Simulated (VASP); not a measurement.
Set up this calculation in VASP 6.6.1, as the native input.

* Task: single point
* Functional: PBE
* Potentials or basis: VASP PAW PBE potentials, release 64 (Hg)
* Cutoff: 520 eV
* k mesh: 9 × 9 × 10
* Occupations: gaussian, width 0.05 eV
* Spin: no spin polarisation
* Dipole correction: no
* Further INCAR settings: ALGO = Fast; EDIFF = 1e-06; NBANDS = 25

The structure of Hg lies in POSCAR:

```
Hg
1.0
    4.4473209336      0.0000000000      0.0000000000
   -2.2236604668      3.8514929073      0.0000000000
    0.0000000000      0.0000000000      3.7909982407
Hg
3
Direct
    0.3333333333      0.6666666667      0.5000000000
    0.0000000000      0.0000000000      0.0000000000
    0.6666666667      0.3333333333      0.5000000000
```

One way to write it, as run:

INCAR

```
PREC = Accurate ; ENCUT = 520
EDIFF = 1E-6 ; ISMEAR = 0
SIGMA = 0.05 ; LREAL = F
LASPH = T ; NELM = 80
ALGO = Fast ; ISIF = 2
LWAVE = F ; LCHARG = T
GGA = PE ; LELF = T
LVHAR = T ; NBANDS = 25
```

KPOINTS

```
regular mesh
0
Gamma
  9 9 10
```

Potentials or basis: VASP PAW PBE potentials, release 64 (Hg).

Launch:

```bash
$ cat potpaw_PBE.64/Hg/POTCAR > POTCAR
$ mpirun -np 1 vasp_std > vasp.out
```

Results of the run:

```json
{
 "Pressure": "20.8 GPa",
 "Band gap on the k mesh": "zero (band 18 reaches 8.14 eV, above the bottom of band 19 at 1.71 eV)"
}
```

Caveat: spin-orbit coupling is left out, which moves the levels of the heavy elements.

Wall time 34 s on 1 thread of Intel(R) Xeon(R) 6975P-C (Granite Rapids) (shared host), peak memory 0.24 GiB.
